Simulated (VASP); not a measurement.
# LiH (Fm-3m) in VASP: further runs

The runs below take LiH through single point, with r2SCAN0.

All numbers are computed with VASP 6.6.1; they aren't measurements. Logs are shortened: lines on timing, memory, paths and dates and some standing lists are left out, and cuts for length are marked.

### 1 The cell of the first run

The structure is cubic, space group Fm-3m (No. 225). Conventional cell: a = 4.074 Å, b = 4.074 Å, c = 4.074 Å, α = 90.00°, β = 90.00°, γ = 90.00°. Li (site symmetry m-3m) has 6 H at 2.04 Å within 2.7 Å. H (site symmetry m-3m) has 6 Li at 2.04 Å within 2.7 Å.

### 2 Single point, r2SCAN0

The input, POSCAR:

```
LiH
1.0
    0.0000000000      2.0367500000      2.0367500000
    2.0367500000      0.0000000000      2.0367500000
    2.0367500000      2.0367500000      0.0000000000
Li H
1 1
Direct
    0.0000000000      0.0000000000      0.0000000000
    0.5000000000      0.5000000000      0.5000000000
```

The input, INCAR.step1:

```
PREC = Accurate
ENCUT = 520
EDIFF = 1E-5
ISMEAR = 1
SIGMA = 0.01
LREAL = False
LASPH = True
NELM = 80
ALGO = Normal
ISIF = 2
LWAVE = True
LCHARG = False
NBANDS = 9
GGA = PE
```

The input, INCAR.step2:

```
PREC = Accurate
ENCUT = 520
EDIFF = 1E-6
ISMEAR = 1
SIGMA = 0.01
LREAL = False
LASPH = True
NELM = 80
ALGO = Normal
ISIF = 2
LWAVE = False
LCHARG = False
METAGGA = R2SCAN
LHFCALC = True
AEXX = 0.25
LMIXTAU = True
PRECFOCK = Normal
NBANDS = 9
ISTART = 1
```

The input, KPOINTS:

```
Automatic mesh
0
Gamma
  6 6 6
```

Potentials or basis: VASP PAW PBE potentials, release 64 (Li_sv, H).

Started as:

```console
$ cat potpaw_PBE.64/Li_sv/POTCAR potpaw_PBE.64/H/POTCAR > POTCAR
$ cp INCAR.step1 INCAR
$ mpirun -np 1 vasp_std > vasp.out
$ cp INCAR.step2 INCAR
$ mpirun -np 1 vasp_std > vasp.out
```

OUTCAR:

```text
PREC = Accurate
   ENCUT = 520
   EDIFF = 1E-6
   ISMEAR = 1
   LREAL = False
   LASPH = True
   NELM = 80
   ISIF = 2
   METAGGA = R2SCAN
   LHFCALC = True
   AEXX = 0.25
   PRECFOCK = Normal
   ISTART = 1

 ion  position               nearest neighbor table
   1  0.000  0.000  0.000-
   2  0.500  0.500  0.500-

  LATTYP: Found a face centered cubic cell.
 ALAT       =     4.0735000000

  Lattice vectors:

 A1 = (   0.0000000000,   2.0367500000,   2.0367500000)
 A2 = (   2.0367500000,   0.0000000000,   2.0367500000)
 A3 = (   2.0367500000,   2.0367500000,   0.0000000000)

Analysis of symmetry for initial positions (statically):
=====================================================================
 Subroutine PRICEL returns:
 Original cell was already a primitive cell.

 Routine SETGRP: Setting up the symmetry group for a
 face centered cubic supercell.

 Subroutine GETGRP returns: Found 48 space group operations
 (whereof 48 operations were pure point group operations)
 out of a pool of 48 trial point group operations.

The static configuration has the point symmetry O_h .

Analysis of symmetry for dynamics (positions and initial velocities):
=====================================================================
 Subroutine PRICEL returns:
 Original cell was already a primitive cell.

 Routine SETGRP: Setting up the symmetry group for a
 face centered cubic supercell.

 Subroutine GETGRP returns: Found 48 space group operations
 (whereof 48 operations were pure point group operations)
 out of a pool of 48 trial point group operations.

The dynamic configuration has the point symmetry O_h .

 Subroutine INISYM returns: Found 48 space group operations
 (whereof 48 operations are pure point group operations),
 and found     1 'primitive' translations

----------------------------------------------------------------------------------------

                                     Primitive cell

  volume of cell :      16.8983

  direct lattice vectors                    reciprocal lattice vectors
[... 83 lines left out ...]
   NFREE  =      0    steps in history (QN), initial steepest desc. (CG)
   ISIF   =      2    stress and relaxation
   ISYM   =      3    0-nonsym 1-usesym 2-fastsym
   POTIM  = 0.5000    time-step for ionic-motion
   TEBEG  =    0.0;   TEEND  =   0.0 temperature during run
   PSTRESS=    0.0 pullay stress
   NELECT =       4.0000    total number of electrons
   NUPDOWN=      -1.0000    fix difference up-down
   EMIN   =  10.00;   EMAX   =-10.00  energy-range for DOS
   EFERMI =   0.00;   METHOD = LEGACY
   ISMEAR =     1;   SIGMA  =   0.01  broadening in eV -4-tet -1-fermi 0-gaus
   EFERMI_NEDOS =   21; number of points for ismear=-14 and -15
   IALGO  =     38    algorithm
   IMIX   =      1    mixing-type and parameters
     AMIX     =   0.40;   BMIX     =  1.00
     AMIX_MAG =   1.60;   BMIX_MAG =  1.00
  volume/ion in A,a.u.               =       8.45        57.02
  Fermi-wavevector in a.u.,A,eV,Ry     =   1.012699  1.913724 13.953585  1.025560
  Thomas-Fermi vector in A             =   2.145824
   LORBIT       =      0    0 simple, 1 ext, 2 COOP (PROOUT), +10 PAW based schemes
   METAGGA = R2SCAN    functional components
   LHFCALC =     T    Hartree Fock is set to
   PRECFOCK=normal    Normal, Fast or Accurate (Low or Medium for compatibility)
   ENCUT4O =  -1.0   cutoff for four orbital integrals eV
   NKREDX  =     1    reduce k-point grid by
   NKREDY  =     1    reduce k-point grid by
   NKREDZ  =     1    reduce k-point grid by
   AEXX    =    0.2500 exact exchange contribution
   HFSCREEN=    0.0000 screening length (either q_TF or 0.3 A-1)
   HFSCREENC=   0.0000 screening length for correlation (either q_TF or 0.3 A-1)
   ENCUTFOCK=  -1.0 apply spherical cutoff to Coloumb kernel
   IVDW    =     0    specifies the selected vdW correction
   LEPSILON=     F    determine dielectric tensor
   LRPA    =     F    only Hartree local field effects (RPA)
 non-spin polarized calculation
 Methfessel and Paxton  Order N= 1 SIGMA  =   0.01
  energy-cutoff  :      520.00
  volume of cell :       16.90
 maximum number of plane-waves:       468
 NGX is ok and might be reduce to    24
  NGX = 18; NGY = 18; NGZ = 18

 number of electron       3.9999999 magnetization

 Free energy of the ion-electron system (eV)
  ---------------------------------------------------
  ext. energy  EPLUGINS =         0.00000000
  ---------------------------------------------------
  free energy    TOTEN  =        -7.60474809 eV

  energy without entropy =       -7.60474809  energy(sigma->0) =       -7.60474809

 E-fermi :  -1.2192     XC(G=0):  -6.7850

 val. band max:       -1.3718903879   @ k =   0.5000   0.5000   0.0000
 cond. band min:       3.7882916090   @ k =   0.5000   0.5000   0.0000
 fundamental gap:      5.1601819968
 Fermi energy:        -1.2192051354

 k-point     1 :       0.0000    0.0000    0.0000
  band No.  band energies     occupation
      1     -49.8154      2.00000
      2      -7.2679      2.00000
      3      17.5760      0.00000
      4      19.4529      0.00000
      5      19.4529      0.00000
      6      19.4536      0.00000
      7      23.6146      0.00000
      8      23.6146      0.00000
      9      23.6147      0.00000
[... 169 lines left out ...]
 k-point    16 :      -0.3333    0.5000    0.1667
  band No.  band energies     occupation
      1     -49.7630      2.00000
      2      -1.5411      2.00000
      3       4.8636      0.00000
      4       8.0117      0.00000
      5      12.6488      0.00000
      6      19.1475      0.00000
      7      20.9776      0.00000
      8      30.1510      0.00000
      9      30.5554      0.00000

------------------------ aborting loop because EDIFF is reached ----------------------------------------

  FORCE on cell =-STRESS in cart. coord.  units (eV):
  Direction    XX          YY          ZZ          XY          YZ          ZX
  --------------------------------------------------------------------------------------
  -------------------------------------------------------------------------------------
  Total       -0.2298135     -0.2298135     -0.2298135      0.0000000      0.0000000     -0.0000000
  in kB      -21.7892810    -21.7892810    -21.7892810      0.0000000      0.0000000     -0.0000000
  external PRESSURE =     -21.7892810 kB  Pullay stress =       0.0000000 kB

 VOLUME and BASIS-vectors are now :
 -----------------------------------------------------------------------------
  energy-cutoff  :      520.00
  volume of cell :       16.90
      direct lattice vectors                 reciprocal lattice vectors
     0.000000000  2.036750000  2.036750000    -0.245489137  0.245489137  0.245489137
     2.036750000  0.000000000  2.036750000     0.245489137 -0.245489137  0.245489137
     2.036750000  2.036750000  0.000000000     0.245489137  0.245489137 -0.245489137

 POSITION                                       TOTAL-FORCE (eV/Angst)
 -----------------------------------------------------------------------------------
      0.00000      0.00000      0.00000         0.000000      0.000000      0.000000
      2.03675      2.03675      2.03675        -0.000000     -0.000000     -0.000000
 -----------------------------------------------------------------------------------
    total drift:                               -0.000000     -0.000000     -0.000000

  FREE ENERGIE OF THE ION-ELECTRON SYSTEM (eV)
  ---------------------------------------------------
  free  energy   TOTEN  =        -7.6047480919 eV

  energy  without entropy=       -7.6047480919  energy(sigma->0) =       -7.60474809
```

OSZICAR.step1:

```text
N       E                     dE             d eps       ncg     rms          rms(c)
DAV:   1    -0.102479188773E+01   -0.10248E+01   -0.13143E+03   288   0.393E+02
DAV:   2    -0.629968257703E+01   -0.52749E+01   -0.52493E+01   395   0.558E+01
DAV:   3    -0.636227273056E+01   -0.62590E-01   -0.62557E-01   359   0.579E+00
DAV:   4    -0.636245834128E+01   -0.18561E-03   -0.18559E-03   406   0.290E-01
DAV:   5    -0.636245907242E+01   -0.73114E-06   -0.73110E-06   333   0.153E-02    0.285E+00
DAV:   6    -0.618005853959E+01    0.18240E+00   -0.15408E-01   315   0.119E+00    0.142E+00
DAV:   7    -0.612002760324E+01    0.60031E-01   -0.19483E-01   332   0.152E+00    0.219E-01
DAV:   8    -0.612192727316E+01   -0.18997E-02   -0.46534E-03   348   0.444E-01    0.405E-02
DAV:   9    -0.612185798701E+01    0.69286E-04   -0.14943E-04   374   0.463E-02    0.750E-03
DAV:  10    -0.612186229231E+01   -0.43053E-05   -0.58648E-06   261   0.168E-02
   1 F= -.61218623E+01 E0= -.61218623E+01  d E =0.000000E+00
```

Wall time 1.7 min (1 thread of Intel Xeon Platinum 8488C (Sapphire Rapids), shared host); peak memory 0.14 GiB.

What came out:

* Free energy: -7.6047 eV
* Band gap on the k mesh: 5.16 eV

Caveat: the k points lie up to 0.45 Å⁻¹ apart; the cutoff is under 1.25 times the usual one of these potentials, so pressure, stress and relaxed cells hold a basis-set (Pulay) error; the PAW data sets were made with another functional, which shifts forces and pressure a little.

[end of part 1 of 2]
